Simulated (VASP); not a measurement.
# W4S in VASP: notebook, part 2 of 2

VASP 6.6.1. Earlier steps stand in the parts before.

### 3 Single point, PBE

Input file INCAR:

```
SYSTEM = W4S
ALGO     = Normal         ! electronic algorithm
DIPOL    = 0.5 0.5 0.360
EDIFF    = 1E-6           ! SCF threshold, eV
ENCUT    = 520            ! plane-wave cutoff, eV
GGA      = PE             ! functional
IDIPOL   = 3            
ISIF     = 2              ! what is computed and relaxed
ISMEAR   = 0              ! smearing method
LASPH    = .True.         ! aspherical terms in the spheres
LCHARG   = .False.        ! write CHGCAR
LDIPOL   = .True.       
LREAL    = .False.        ! projectors in reciprocal space
LWAVE    = .False.        ! write WAVECAR
NBANDS   = 39             ! bands
NELM     = 80             ! most SCF steps
PREC     = Accurate       ! precision mode
SIGMA    = 0.1            ! smearing width, eV
```

Input file KPOINTS:

```
k-points
0
Gamma
  8 8 1
  0 0 0
```

Input file POSCAR:

```
W4S
1.0
    3.1836991688      0.0000000000      0.0000000000
    0.0000000000      3.1836991688      0.0000000000
    0.0000000000      0.0000000000     20.1425775749
W S
4 1
Direct
    0.5000000000      0.5000000000      0.1985843165
    0.0000000000      0.0000000000      0.2776134069
    0.5000000000      0.5000000000      0.3599451800
    0.0000000000      0.0000000000      0.4290700901
    0.1250000000      0.1250000000      0.5344058156
```

Potentials or basis: VASP PAW PBE potentials, release 64 (W_sv, S).

Command:

```sh
cat potpaw_PBE.64/W_sv/POTCAR potpaw_PBE.64/S/POTCAR > POTCAR
mpirun -np 1 vasp_std > vasp.out
```

OUTCAR:

```text
SYSTEM = W4S
   EDIFF = 1E-6
   ENCUT = 520
   GGA = PE
   ISIF = 2
   ISMEAR = 0
   LASPH = .True.
   LREAL = .False.
   NELM = 80
   PREC = Accurate

 ion  position               nearest neighbor table
   1  0.500  0.500  0.199-   2 2.76   2 2.76   2 2.76   2 2.76   3 3.25
   2  0.000  0.000  0.278-   1 2.76   1 2.76   1 2.76   1 2.76   3 2.80   3 2.80   3 2.80   3 2.80
                             4 3.05
   3  0.500  0.500  0.360-   4 2.65   4 2.65   4 2.65   4 2.65   2 2.80   2 2.80   2 2.80   2 2.80
                             1 3.25
   4  0.000  0.000  0.429-   5 2.20   3 2.65   3 2.65   3 2.65   3 2.65   2 3.05
   5  0.125  0.125  0.534-   4 2.20

  LATTYP: Found a simple tetragonal cell.
 ALAT       =     3.1836991688
 C/A-ratio  =     6.3267841925

  Lattice vectors:

 A1 = (   3.1836991688,   0.0000000000,   0.0000000000)
 A2 = (   0.0000000000,   3.1836991688,   0.0000000000)
 A3 = (   0.0000000000,   0.0000000000,  20.1425775749)

Analysis of symmetry for initial positions (statically):
=====================================================================
 Subroutine PRICEL returns:
 Original cell was already a primitive cell.

 Routine SETGRP: Setting up the symmetry group for a
 simple tetragonal supercell.

 Subroutine GETGRP returns: Found  2 space group operations
 (whereof  2 operations were pure point group operations)
 out of a pool of 16 trial point group operations.

The static configuration has the point symmetry C_1h.

Analysis of symmetry for dynamics (positions and initial velocities):
=====================================================================
 Subroutine PRICEL returns:
 Original cell was already a primitive cell.

 Routine SETGRP: Setting up the symmetry group for a
 simple tetragonal supercell.

 Subroutine GETGRP returns: Found  2 space group operations
 (whereof  2 operations were pure point group operations)
 out of a pool of 16 trial point group operations.

The dynamic configuration has the point symmetry C_1h.

 Subroutine INISYM returns: Found  2 space group operations
 (whereof  2 operations are pure point group operations),
 and found     1 'primitive' translations

----------------------------------------------------------------------------------------

                                     Primitive cell

  volume of cell :     204.1640

  direct lattice vectors                    reciprocal lattice vectors
     3.183699169  0.000000000  0.000000000     0.314100029  0.000000000  0.000000000
     0.000000000  3.183699169  0.000000000     0.000000000  0.314100029  0.000000000
     0.000000000  0.000000000 20.142577575     0.000000000  0.000000000  0.049646079

  length of vectors
     3.183699169  3.183699169 20.142577575     0.314100029  0.314100029  0.049646079

  position of ions in fractional coordinates (direct lattice)
     0.500000000  0.500000000  0.198584317
     0.000000000  0.000000000  0.277613407
     0.500000000  0.500000000  0.359945180
     0.000000000  0.000000000  0.429070090
     0.125000000  0.125000000  0.534405816

  ion indices of the primitive-cell ions
   primitive index   ion index
                 1           1
                 2           2
                 3           3
                 4           4
                 5           5
[... 34 lines left out ...]
  0.125000  0.125000  0.000000      2.000000
[... 13 lines left out ...]
  0.500000  0.375000  0.000000      4.000000
  0.500000  0.500000  0.000000      1.000000
   k-points           NKPTS =     21   k-points in BZ     NKDIM =     21   number of bands    NBANDS=     39
   number of dos      NEDOS =    301   number of ions     NIONS =      5
   total plane-waves  NPLWV =  86400
   dimension x,y,z NGX =    24 NGY =   24 NGZ =  150
   dimension x,y,z NGXF=    48 NGYF=   48 NGZF=  300
   ions per type =               4   1
   NGX,Y,Z   is equivalent  to a cutoff of  12.53, 12.53, 12.38 a.u.
   NGXF,Y,Z  is equivalent  to a cutoff of  25.06, 25.06, 24.76 a.u.
 SYSTEM =  W4S
   PREC   = accura    normal or accurate (medium, high low for compatibility)
   ISTART =      0    job   : 0-new  1-cont  2-samecut
   ICHARG =      2    charge: 1-file 2-atom 10-const
   ISPIN  =      1    spin polarized calculation?
   LNONCOLLINEAR =      F non collinear calculations
   LSORBIT =      F    spin-orbit coupling
   LASPH  =      T    aspherical Exc in radial PAW
   ENCUT  =  520.0 eV  38.22 Ry    6.18 a.u.   5.92  5.92 37.45*2*pi/ulx,y,z
   NELM   =     80;   NELMIN=  2; NELMDL= -5     # of ELM steps
   EDIFF  = 0.1E-05   stopping-criterion for ELM
   LREAL  =      F    real-space projection
   EDIFFG = 0.1E-04   stopping-criterion for IOM
   NSW    =      0    number of steps for IOM
   IBRION =     -1    ionic relax: 0-MD 1-quasi-New 2-CG
   NFREE  =      0    steps in history (QN), initial steepest desc. (CG)
   ISIF   =      2    stress and relaxation
   ISYM   =      2    0-nonsym 1-usesym 2-fastsym
   POTIM  = 0.5000    time-step for ionic-motion
   TEBEG  =    0.0;   TEEND  =   0.0 temperature during run
   PSTRESS=    0.0 pullay stress
   NELECT =      62.0000    total number of electrons
   NUPDOWN=      -1.0000    fix difference up-down
   EMIN   =  10.00;   EMAX   =-10.00  energy-range for DOS
   EFERMI =   0.00;   METHOD = LEGACY
   ISMEAR =     0;   SIGMA  =   0.10  broadening in eV -4-tet -1-fermi 0-gaus
   EFERMI_NEDOS =   21; number of points for ismear=-14 and -15
   IALGO  =     38    algorithm
   IMIX   =      4    mixing-type and parameters
     AMIX     =   0.40;   BMIX     =  1.00
     AMIX_MAG =   1.60;   BMIX_MAG =  1.00
  volume/ion in A,a.u.               =      40.83       275.55
  Fermi-wavevector in a.u.,A,eV,Ry     =   1.100388  2.079431 16.474654  1.210853
  Thomas-Fermi vector in A             =   2.236798
   LORBIT       =      0    0 simple, 1 ext, 2 COOP (PROOUT), +10 PAW based schemes
   GGA     = PE    functional components
   LHFCALC =     F    Hartree Fock is set to
   AEXX    =    0.0000 exact exchange contribution
   IVDW    =     0    specifies the selected vdW correction
   LEPSILON=     F    determine dielectric tensor
   LRPA    =     F    only Hartree local field effects (RPA)
 non-spin polarized calculation
 Gauss-broadening in eV      SIGMA  =   0.10
  energy-cutoff  :      520.00
  volume of cell :      204.16
 maximum number of plane-waves:      5576
   NGX = 11   NGY = 11   NGZ = 75

 dipolmoment           0.000000      0.000000     -0.011749 electrons x Angstroem

 number of electron      61.9999993 magnetization

 dipolmoment           0.000000      0.000000      0.075578 electrons x Angstroem

 Free energy of the ion-electron system (eV)
  ---------------------------------------------------
  ext. energy  EPLUGINS =         0.00000000
  ---------------------------------------------------
  free energy    TOTEN  =       -52.07464674 eV

  energy without entropy =      -52.04740857  energy(sigma->0) =      -52.06102765

 E-fermi :   1.0574     XC(G=0):  -6.2429

 val. band max:        1.0523846649   @ k =   0.1250   0.0000   0.0000
 cond. band min:       1.1778105829   @ k =   0.5000   0.1250   0.0000
 fundamental gap:      0.1254259179
 Fermi energy:         1.0574158496

 k-point     1 :       0.0000    0.0000    0.0000
  band No.  band energies     occupation
      1     -72.8071      2.00000
      2     -72.7665      2.00000
      3     -72.6911      2.00000
      4     -72.5327      2.00000
      5     -37.2455      2.00000
      6     -37.2357      2.00000
[... 871 lines left out ...]
     38       4.4516      0.00000
     39       4.4969      0.00000

------------------------ aborting loop because EDIFF is reached ----------------------------------------

 vacuum level on the upper side and lower side of the slab       (xc-potential included)         0.472        -0.893

  FORCE on cell =-STRESS in cart. coord.  units (eV):
  Direction    XX          YY          ZZ          XY          YZ          ZX
  --------------------------------------------------------------------------------------
  -------------------------------------------------------------------------------------
  Total       -3.2535333     -3.2535333      0.1483925      0.3299232      0.2088906      0.2088897
  in kB      -25.5321124    -25.5321124      1.1645109      2.5890737      1.6392692      1.6392623
  external PRESSURE =     -16.6332380 kB  Pullay stress =       0.0000000 kB

 VOLUME and BASIS-vectors are now :
 -----------------------------------------------------------------------------
  energy-cutoff  :      520.00
  volume of cell :      204.16
      direct lattice vectors                 reciprocal lattice vectors
     3.183699169  0.000000000  0.000000000     0.314100029  0.000000000  0.000000000
     0.000000000  3.183699169  0.000000000     0.000000000  0.314100029  0.000000000
     0.000000000  0.000000000 20.142577575     0.000000000  0.000000000  0.049646079

 POSITION                                       TOTAL-FORCE (eV/Angst)
 -----------------------------------------------------------------------------------
      1.59185      1.59185      4.00000         0.052736      0.052736      1.992739
      0.00000      0.00000      5.59185        -0.009956     -0.009956     -2.235308
      1.59185      1.59185      7.25022        -0.299145     -0.299145     -1.892436
      0.00000      0.00000      8.64258         0.253040      0.253040      2.136852
      0.39796      0.39796     10.76431         0.003324      0.003324     -0.001847
 -----------------------------------------------------------------------------------
    total drift:                                0.000017      0.000017     -0.000127

  FREE ENERGIE OF THE ION-ELECTRON SYSTEM (eV)
  ---------------------------------------------------
  free  energy   TOTEN  =       -52.0746467380 eV

  energy  without entropy=      -52.0474085657  energy(sigma->0) =      -52.06102765

 vacuum level on the upper side and lower side of the slab         6.506         5.092
```

It took 4 min on 1 thread of Intel Xeon Platinum 8259CL at 2.50GHz (Skylake/Cascade Lake), shared host; peak memory 0.35 GiB.

What came out:

```
Free energy            : -52.0746 eV
Largest force          : 2.235 eV/Å
Band gap on the k mesh : zero (bands 31 and 32 overlap by 2.01 eV)
```

Forces on the atoms (eV/Å):
```
W    0.053  0.053  1.993
W   -0.010 -0.010 -2.235
W   -0.299 -0.299 -1.892
W    0.253  0.253  2.137
S    0.003  0.003 -0.002
```

Levels at points of the mesh, in eV from the Fermi level:
| k point | band 27 | band 28 | band 29 | band 30 | band 31 | band 32 | band 33 | band 34 | band 35 | band 36 |
| --- | --- | --- | --- | --- | --- | --- | --- | --- | --- | --- |
| (0.00, 0.00, 0.00) | -0.71 | -0.69 | -0.59 | -0.51 | -0.18 | 0.31 | 0.37 | 0.83 | 1.44 | 1.48 |
| (0.50, 0.00, 0.00) | -1.58 | -0.83 | -0.66 | -0.12 | 0.44 | 0.55 | 0.65 | 1.03 | 1.96 | 2.45 |
| (0.50, 0.50, 0.00) | -2.15 | -1.84 | -0.95 | -0.71 | 1.94 | 1.96 | 2.03 | 2.60 | 2.80 | 3.02 |

Caveat: spin-orbit coupling is left out, which moves the levels of the heavy elements.

### 4 Single point, PBE

Input file INCAR:

```
SYSTEM = W4S
  PREC = Accurate
  ENCUT = 520
  EDIFF = 1E-7
  ISMEAR = 0
  SIGMA = 0.1
  LREAL = .FALSE.
  LASPH = .TRUE.
  NELM = 60
  ALGO = Normal
  ISIF = 2
  LWAVE = .FALSE.
  LCHARG = .FALSE.
  LDIPOL = .TRUE.
  IDIPOL = 3
  DIPOL = 0.5 0.5 0.354
  GGA = PE
  NBANDS = 39
```

Input file KPOINTS:

```
regular mesh
0
G
  8 8 1
  0 0 0
```

POSCAR: that of step 3 with these lines changed.

```diff
@@ -12,2 +12,2 @@
     0.0000000000      0.0000000000      0.4290700901
-    0.1250000000      0.1250000000      0.5344058156
+    0.3750000000      0.3750000000      0.5043916353
```

Potentials or basis: VASP PAW PBE potentials, release 64 (W_sv, S).

Command:

```sh
cat potpaw_PBE.64/W_sv/POTCAR potpaw_PBE.64/S/POTCAR > POTCAR
mpirun -np 1 vasp_std > vasp.out
```

OUTCAR:

```text
SYSTEM = W4S
   PREC = Accurate
   ENCUT = 520
   EDIFF = 1E-7
   ISMEAR = 0
   LREAL = .FALSE.
   LASPH = .TRUE.
   NELM = 60
   ISIF = 2
   GGA = PE

 ion  position               nearest neighbor table
   1  0.500  0.500  0.199-   2 2.76   2 2.76   2 2.76   2 2.76   3 3.25
   2  0.000  0.000  0.278-   1 2.76   1 2.76   1 2.76   1 2.76   3 2.80   3 2.80   3 2.80   3 2.80
                             4 3.05
   3  0.500  0.500  0.360-   4 2.65   4 2.65   4 2.65   4 2.65   2 2.80   2 2.80   2 2.80   2 2.80
                             5 2.96   1 3.25
   4  0.000  0.000  0.429-   5 2.27   3 2.65   3 2.65   3 2.65   3 2.65   5 2.77   5 2.77   2 3.05

[... 1089 lines left out ...]
  Total       -2.4277884     -2.4277884     -1.3872919      2.7366283      1.7097323      1.7097316
  in kB      -19.0520766    -19.0520766    -10.8867776     21.4756984     13.4171296     13.4171237
  external PRESSURE =     -16.3303103 kB  Pullay stress =       0.0000000 kB

 VOLUME and BASIS-vectors are now :
 -----------------------------------------------------------------------------
  energy-cutoff  :      520.00
  volume of cell :      204.16
      direct lattice vectors                 reciprocal lattice vectors
     3.183699169  0.000000000  0.000000000     0.314100029  0.000000000  0.000000000
     0.000000000  3.183699169  0.000000000     0.000000000  0.314100029  0.000000000
     0.000000000  0.000000000 20.142577575     0.000000000  0.000000000  0.049646079

 POSITION                                       TOTAL-FORCE (eV/Angst)
 -----------------------------------------------------------------------------------
      1.59185      1.59185      4.00000        -0.053935     -0.053935      2.152247
      0.00000      0.00000      5.59185         0.098100      0.098100     -1.992915
      1.59185      1.59185      7.25022        -0.497167     -0.497167     -1.849051
      0.00000      0.00000      8.64258        -0.249912     -0.249912      1.687250
      1.19389      1.19389     10.15975         0.702915      0.702915      0.002468
 -----------------------------------------------------------------------------------
    total drift:                               -0.000014     -0.000014     -0.000105

  FREE ENERGIE OF THE ION-ELECTRON SYSTEM (eV)
  ---------------------------------------------------
  free  energy   TOTEN  =       -52.5967342484 eV

  energy  without entropy=      -52.5719382249  energy(sigma->0) =      -52.58433624

 vacuum level on the upper side and lower side of the slab         6.220         5.357
```

stdout:

```text
POSCAR found type information on POSCAR W S
 POSCAR found :  2 types and       5 ions
 scaLAPACK will be used
 LDA part: xc-table for (Slater+PW92), standard interpolation
 POSCAR, INCAR and KPOINTS ok, starting setup
 FFT: planning ... GRIDC
 FFT: planning ... GRID_SOFT
 FFT: planning ... GRID
 WAVECAR not read
 entering main loop
```

Run time: 3.9 min. Hardware: 1 thread of Intel Xeon Platinum 8259CL at 2.50GHz (Skylake/Cascade Lake), shared host; peak memory 0.35 GiB.

What came out:

```
Free energy            : -52.5967 eV
Largest force          : 2.154 eV/Å
Band gap on the k mesh : zero (bands 31 and 32 overlap by 1.62 eV)
```

Forces in eV/Å, atoms in the order of the input:
```
W   -0.054 -0.054  2.152
W    0.098  0.098 -1.993
W   -0.497 -0.497 -1.849
W   -0.250 -0.250  1.687
S    0.703  0.703  0.002
```

Levels at points of the mesh, in eV from the Fermi level:
| k point | band 29 | band 30 | band 31 | band 32 | band 33 | band 34 |
| --- | --- | --- | --- | --- | --- | --- |
| (0.00, 0.00, 0.00) | -0.73 | -0.33 | -0.28 | -0.08 | 0.07 | 0.63 |
| (0.50, 0.00, 0.00) | -0.76 | -0.52 | -0.20 | 0.38 | 0.92 | 1.17 |
| (0.50, 0.50, 0.00) | -1.09 | 0.08 | 1.42 | 1.95 | 2.00 | 2.07 |

Caveat: spin-orbit coupling is left out, which moves the levels of the heavy elements.

### 5 Summary

```csv
cell,gap on the mesh (eV),largest force (eV/Å)
"as given, atomic positions A",none,2.30
"as given, atomic positions B",none,2.24
"as given, atomic positions C",none,2.15
```

Alike in all rows: task single point; level PBE; potentials or basis VASP PAW PBE potentials, release 64 (W_sv, S); no spin polarisation; k mesh 8 × 8 × 1; cutoff (eV) 520; smearing gaussian 0.1 eV.

Caveats: spin-orbit coupling is left out, which moves the levels of the heavy elements.

Total energies depend on the potentials used, so only differences within one code and one set of settings carry meaning.

The gap in the log of VASP goes by the Fermi energy; the results here count the filled bands.